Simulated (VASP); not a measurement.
# Mg (P6_3/mmc) in VASP: notebook

Runs on Mg. Level: PBEsol. Tasks: single point.

Program: VASP 6.6.1. These are calculated values, not measurements. Logs are shortened: lines on timing, memory, paths and dates and some standing lists are left out, and cuts for length are marked.

### Step 1. The cell of the first run

The structure is hexagonal, space group P6_3/mmc (No. 194). Conventional cell: a = 3.176 Å, b = 3.176 Å, c = 10.331 Å, α = 90.00°, β = 90.00°, γ = 120.00°. Mg (site symmetry -3m) has 12 Mg at 3.17 to 3.18 Å within 4.2 Å. Mg (site symmetry -6m2) has 12 Mg at 3.17 to 3.18 Å within 4.2 Å.

### Step 2. Single point, PBEsol

Input file INCAR:

```
SYSTEM = Mg
PREC     = Accurate       ! precision mode
ENCUT    = 520            ! plane-wave cutoff, eV
EDIFF    = 1E-6           ! SCF threshold, eV
ISMEAR   = -1             ! smearing method
SIGMA    = 0.1            ! smearing width, eV
LREAL    = .False.        ! projectors in reciprocal space
LASPH    = .True.         ! aspherical terms in the spheres
NELM     = 100            ! most SCF steps
ALGO     = Normal         ! electronic algorithm
ISIF     = 2              ! what is computed and relaxed
LWAVE    = .False.        ! write WAVECAR
LCHARG   = .False.        ! write CHGCAR
GGA      = PS             ! functional
NBANDS   = 12             ! bands
```

Input file KPOINTS:

```
Automatic mesh
0
Gamma
  11 11 3
  0 0 0
```

Input file POSCAR:

```
Mg
1.0
    3.1763805597      0.0000000000      0.0000000000
   -1.5881902798      2.7508262568      0.0000000000
    0.0000000000      0.0000000000     10.3306460282
Mg
4
Direct
    0.0000000000      1.0000000000      0.0000000000
    0.0000000000      0.0000000000      0.5000000000
    0.3333333333      0.6666666667      0.2500000000
    0.6666666667      0.3333333333      0.7500000000
```

Potentials or basis: VASP PAW PBE potentials, release 64 (Mg).

Launch:

```bash
$ cat potpaw_PBE.64/Mg/POTCAR > POTCAR
$ mpirun -np 1 vasp_std > vasp.out
```

OUTCAR:

```text
SYSTEM = Mg
   PREC = Accurate
   ENCUT = 520
   EDIFF = 1E-6
   ISMEAR = -1
   LREAL = .False.
   LASPH = .True.
   NELM = 100
   ISIF = 2
   GGA = PS

 ion  position               nearest neighbor table
   1  0.000  0.000  0.000-   3 3.17   4 3.17   3 3.17   4 3.17   4 3.17   3 3.17
   2  0.000  0.000  0.500-   3 3.17   4 3.17   3 3.17   4 3.17   4 3.17   3 3.17
   3  0.333  0.667  0.250-   1 3.17   2 3.17   1 3.17   2 3.17   1 3.17   2 3.17
   4  0.667  0.333  0.750-   1 3.17   2 3.17   1 3.17   2 3.17   1 3.17   2 3.17

  LATTYP: Found a hexagonal cell.
 ALAT       =     3.1763805597
 C/A-ratio  =     3.2523325949

  Lattice vectors:

 A1 = (   3.1763805597,   0.0000000000,   0.0000000000)
 A2 = (  -1.5881902798,   2.7508262568,   0.0000000000)
 A3 = (   0.0000000000,   0.0000000000,  10.3306460282)

Analysis of symmetry for initial positions (statically):
=====================================================================
 Subroutine PRICEL returns:
 Original cell was already a primitive cell.

 Routine SETGRP: Setting up the symmetry group for a
 hexagonal supercell.

 Subroutine GETGRP returns: Found 24 space group operations
 (whereof 12 operations were pure point group operations)
 out of a pool of 24 trial point group operations.

The static configuration has the point symmetry D_3d.
 The point group associated with its full space group is D_6h.

Analysis of symmetry for dynamics (positions and initial velocities):
=====================================================================
 Subroutine PRICEL returns:
 Original cell was already a primitive cell.

 Routine SETGRP: Setting up the symmetry group for a
 hexagonal supercell.

 Subroutine GETGRP returns: Found 24 space group operations
 (whereof 12 operations were pure point group operations)
 out of a pool of 24 trial point group operations.

The dynamic configuration has the point symmetry D_3d.
 The point group associated with its full space group is D_6h.

 Subroutine INISYM returns: Found 24 space group operations
 (whereof 12 operations are pure point group operations),
 and found     1 'primitive' translations

----------------------------------------------------------------------------------------

                                     Primitive cell

  volume of cell :      90.2658

  direct lattice vectors                    reciprocal lattice vectors
     3.176380560  0.000000000  0.000000000     0.314823738  0.181763570  0.000000000
    -1.588190280  2.750826257  0.000000000     0.000000000  0.363527139  0.000000000
     0.000000000  0.000000000 10.330646028     0.000000000  0.000000000  0.096799367

  length of vectors
     3.176380560  3.176380560 10.330646028     0.363527139  0.363527139  0.096799367

  position of ions in fractional coordinates (direct lattice)
     0.000000000  0.000000000  0.000000000
     0.000000000  0.000000000  0.500000000
     0.333333333  0.666666667  0.250000000
     0.666666667  0.333333333  0.750000000

  ion indices of the primitive-cell ions
   primitive index   ion index
                 1           1
                 2           2
                 3           3
                 4           4

----------------------------------------------------------------------------------------

 KPOINTS: Automatic mesh

Automatic generation of k-mesh.
 Grid dimensions read from file:
 generate k-points for:   11   11    3

 Generating k-lattice:

  Cartesian coordinates                     Fractional coordinates (reciprocal lattice)
     0.028620340  0.016523961  0.000000000     0.090909091 -0.000000000  0.000000000
     0.000000000  0.033047922  0.000000000     0.000000000  0.090909091  0.000000000
     0.000000000  0.000000000  0.032266456     0.000000000  0.000000000  0.333333333

  Length of vectors
     0.033047922  0.033047922  0.032266456

  Shift w.r.t. Gamma in fractional coordinates (k-lattice)
     0.000000000  0.000000000  0.000000000

 Subroutine IBZKPT returns following result:
 ===========================================

 Found     32 irreducible k-points:

 Following reciprocal coordinates:
            Coordinates               Weight
  0.000000  0.000000  0.000000      1.000000
  0.090909  0.000000  0.000000      6.000000
  0.181818 -0.000000  0.000000      6.000000
  0.272727  0.000000  0.000000      6.000000
  0.363636 -0.000000  0.000000      6.000000
  0.454545  0.000000  0.000000      6.000000
[... 16 lines left out ...]
  0.090909  0.090909  0.333333     12.000000
  0.181818  0.090909  0.333333     24.000000
 [... further k-points ...]
   k-points           NKPTS =     32   k-points in BZ     NKDIM =     32   number of bands    NBANDS=     12
   number of dos      NEDOS =    301   number of ions     NIONS =      4
   total plane-waves  NPLWV =  46080
   dimension x,y,z NGX =    24 NGY =   24 NGZ =   80
   dimension x,y,z NGXF=    48 NGYF=   48 NGZF=  160
   ions per type =               4
   NGX,Y,Z   is equivalent  to a cutoff of  12.56, 12.56, 12.87 a.u.
   NGXF,Y,Z  is equivalent  to a cutoff of  25.12, 25.12, 25.75 a.u.
 SYSTEM =  Mg
   PREC   = accura    normal or accurate (medium, high low for compatibility)
   ISTART =      0    job   : 0-new  1-cont  2-samecut
   ICHARG =      2    charge: 1-file 2-atom 10-const
   ISPIN  =      1    spin polarized calculation?
   LNONCOLLINEAR =      F non collinear calculations
   LSORBIT =      F    spin-orbit coupling
   LASPH  =      T    aspherical Exc in radial PAW
   ENCUT  =  520.0 eV  38.22 Ry    6.18 a.u.   5.91  5.91 19.21*2*pi/ulx,y,z
   NELM   =    100;   NELMIN=  2; NELMDL= -5     # of ELM steps
   EDIFF  = 0.1E-05   stopping-criterion for ELM
   LREAL  =      F    real-space projection
   EDIFFG = 0.1E-04   stopping-criterion for IOM
   NSW    =      0    number of steps for IOM
   IBRION =     -1    ionic relax: 0-MD 1-quasi-New 2-CG
   NFREE  =      0    steps in history (QN), initial steepest desc. (CG)
   ISIF   =      2    stress and relaxation
   ISYM   =      2    0-nonsym 1-usesym 2-fastsym
   POTIM  = 0.5000    time-step for ionic-motion
   TEBEG  =    0.0;   TEEND  =   0.0 temperature during run
   PSTRESS=    0.0 pullay stress
   NELECT =       8.0000    total number of electrons
   NUPDOWN=      -1.0000    fix difference up-down
   EMIN   =  10.00;   EMAX   =-10.00  energy-range for DOS
   EFERMI =   0.00;   METHOD = LEGACY
   ISMEAR =    -1;   SIGMA  =   0.10  broadening in eV -4-tet -1-fermi 0-gaus
   EFERMI_NEDOS =   21; number of points for ismear=-14 and -15
   IALGO  =     38    algorithm
   IMIX   =      4    mixing-type and parameters
     AMIX     =   0.40;   BMIX     =  1.00
     AMIX_MAG =   1.60;   BMIX_MAG =  1.00
  volume/ion in A,a.u.               =      22.57       152.29
  Fermi-wavevector in a.u.,A,eV,Ry     =   0.729901  1.379312  7.248572  0.532755
  Thomas-Fermi vector in A             =   1.821737
   LORBIT       =      0    0 simple, 1 ext, 2 COOP (PROOUT), +10 PAW based schemes
   GGA     = PS    functional components
   LHFCALC =     F    Hartree Fock is set to
   AEXX    =    0.0000 exact exchange contribution
   IVDW    =     0    specifies the selected vdW correction
   LEPSILON=     F    determine dielectric tensor
   LRPA    =     F    only Hartree local field effects (RPA)
 non-spin polarized calculation
  energy-cutoff  :      520.00
  volume of cell :       90.27
 maximum number of plane-waves:      2450
 NGX is ok and might be reduce to    24
   NGX = 11   NGY = 11   NGZ = 39

 number of electron       8.0000000 magnetization

 Free energy of the ion-electron system (eV)
  ---------------------------------------------------
  ext. energy  EPLUGINS =         0.00000000
  ---------------------------------------------------
  free energy    TOTEN  =        -6.92009191 eV

  energy without entropy =       -6.87891086  energy(sigma->0) =       -6.89950139

 E-fermi :   2.6719     XC(G=0):  -8.5879

 val. band max:        2.5981598377   @ k =   0.3636   0.2727   0.0000
 cond. band min:       2.7595593530   @ k =   0.1818   0.1818   0.0000
 fundamental gap:      0.1613995152
 Fermi energy:         2.6719042891

 k-point     1 :       0.0000    0.0000    0.0000
  band No.  band energies     occupation
      1      -4.3220      2.00000
      2      -2.9192      2.00000
      3      -2.9171      2.00000
      4       0.9572      2.00000
      5       1.4296      1.99999
      6       7.7288      0.00000
      7       7.7382      0.00000
      8      13.7495      0.00000
      9      13.7495      0.00000
     10      13.8294      0.00000
     11      13.8294      0.00000
     12      14.5339      0.00000

 k-point     2 :       0.0909    0.0000    0.0000
  band No.  band energies     occupation
      1      -4.1573      2.00000
      2      -2.7569      2.00000
      3      -2.7549      2.00000
      4       1.1073      2.00000
      5       1.5895      1.99996
      6       7.8497      0.00000
      7       7.8680      0.00000
      8      11.2791      0.00000
      9      12.3170      0.00000
     10      12.3979      0.00000
     11      12.4313      0.00000
     12      13.4073      0.00000

 k-point     3 :       0.1818   -0.0000    0.0000
  band No.  band energies     occupation
      1      -3.6650      2.00000
      2      -2.2719      2.00000
      3      -2.2697      2.00000
      4       1.5578      1.99997
      5       2.0614      1.99555
      6       7.9287      0.00000
      7       8.1784      0.00000
      8       8.8324      0.00000
      9       9.6612      0.00000
     10       9.8114      0.00000
     11      11.3335      0.00000
     12      12.0015      0.00000
[... 286 lines left out ...]
 k-point    23 :       0.0909    0.0909    0.3333
  band No.  band energies     occupation
      1      -3.6726      2.00000
      2      -3.2055      2.00000
      3      -1.3607      2.00000
      4      -0.0046      2.00000
      5       3.5833      0.00022
      6       5.7296      0.00000
      7       9.7862      0.00000
      8      10.0316      0.00000
      9      10.4403      0.00000
     10      10.5691      0.00000
     11      10.9045      0.00000
     12      12.1416      0.00000

 k-point    24 :       0.1818    0.0909    0.3333
  band No.  band energies     occupation
      1      -3.0200      2.00000
      2      -2.5562      2.00000
      3      -0.7250      2.00000
      4       0.6192      2.00000
      5       4.1572      0.00000
      6       6.1890      0.00000
      7       7.4320      0.00000
      8       7.8312      0.00000
      9       8.9702      0.00000
     10       9.1208      0.00000
     11       9.9026      0.00000
     12      10.7388      0.00000

 [... further k-points ...]

------------------------ aborting loop because EDIFF is reached ----------------------------------------

  FORCE on cell =-STRESS in cart. coord.  units (eV):
  Direction    XX          YY          ZZ          XY          YZ          ZX
  --------------------------------------------------------------------------------------
  -------------------------------------------------------------------------------------
  Total       -0.0229677     -0.0229677     -0.0232486     -0.0000000      0.0000000      0.0000000
  in kB       -0.4076659     -0.4076659     -0.4126515     -0.0000000      0.0000000      0.0000000
  external PRESSURE =      -0.4093278 kB  Pullay stress =       0.0000000 kB

 VOLUME and BASIS-vectors are now :
 -----------------------------------------------------------------------------
  energy-cutoff  :      520.00
  volume of cell :       90.27
      direct lattice vectors                 reciprocal lattice vectors
     3.176380560  0.000000000  0.000000000     0.314823738  0.181763570  0.000000000
    -1.588190280  2.750826257  0.000000000     0.000000000  0.363527139  0.000000000
     0.000000000  0.000000000 10.330646028     0.000000000  0.000000000  0.096799367

 POSITION                                       TOTAL-FORCE (eV/Angst)
 -----------------------------------------------------------------------------------
      0.00000      0.00000      0.00000         0.000000      0.000000      0.000000
      0.00000      0.00000      5.16532         0.000000      0.000000      0.000000
     -0.00000      1.83388      2.58266        -0.000000      0.000000     -0.000000
      1.58819      0.91694      7.74798         0.000000      0.000000      0.000000
 -----------------------------------------------------------------------------------
    total drift:                                0.000000     -0.000000      0.000000

  FREE ENERGIE OF THE ION-ELECTRON SYSTEM (eV)
  ---------------------------------------------------
  free  energy   TOTEN  =        -6.9200919135 eV

  energy  without entropy=       -6.8789108613  energy(sigma->0) =       -6.89950139
```

Run time: 25 s. Hardware: 1 thread of Intel Xeon 8259CL, shared host; peak memory 0.2 GiB.

What came out:

- Free energy: -6.9201 eV
- Pressure: 0.0 GPa
- Band gap on the k mesh: zero (bands 4 and 5 overlap by 2.18 eV)

Caveat: the PAW data sets were made with another functional, which shifts forces and pressure a little.

### Step 3. Single point, PBEsol (19.86 Å³/atom)

This run uses another cell than the first one, of 19.86 Å³/atom.

Input file INCAR:

```
ALGO = Normal ; EDIFF = 1E-6
ENCUT = 520 ; GGA = PS
ISIF = 2 ; ISMEAR = -1
LASPH = True ; LCHARG = False
LREAL = False ; LWAVE = False
NBANDS = 12 ; NELM = 60
PREC = Accurate ; SIGMA = 0.1
```

Input file KPOINTS:

```
k-points
0
Gamma
  13 13 4
```

Input file POSCAR:

```
Mg
1.0
    3.0438745774      0.0000000000      0.0000000000
   -1.5219372887      2.6360727100      0.0000000000
    0.0000000000      0.0000000000      9.8996925032
Mg
4
Direct
    0.0000000000      1.0000000000      0.0000000000
    0.0000000000      0.0000000000      0.5000000000
    0.3333333333      0.6666666667      0.2500000000
    0.6666666667      0.3333333333      0.7500000000
```

Potentials or basis: VASP PAW PBE potentials, release 64 (Mg).

Launch:

```bash
$ cat potpaw_PBE.64/Mg/POTCAR > POTCAR
$ mpirun -np 1 vasp_std > vasp.out
```

Wall time 42 s (1 thread of Intel Xeon 8259CL, shared host); peak memory 0.22 GiB.

The run converged. Its results:

```yaml
Free_energy: -6.6974 eV
Pressure: 6.2 GPa
Band_gap_on_the_k_mesh: zero (bands 4 and 5 overlap by 2.43 eV)
```

Stress tensor (GPa, compression positive):
```
6.27 0.00 0.00
0.00 6.27 0.00
0.00 0.00 6.07
```

Levels at points of the mesh, in eV from the Fermi level:
```tsv
k point	band 1	band 2	band 3	band 4	band 5	band 6	band 7	band 8
(0.00, 0.00, 0.00)	-7.63	-6.10	-6.10	-1.98	-1.30	5.39	5.40	11.80
(0.00, 0.00, 0.50)	-7.24	-7.24	-4.23	-4.23	1.60	1.60	9.68	9.68
```

Caveat: the cell stands under pressure; the PAW data sets were made with another functional, which shifts forces and pressure a little.
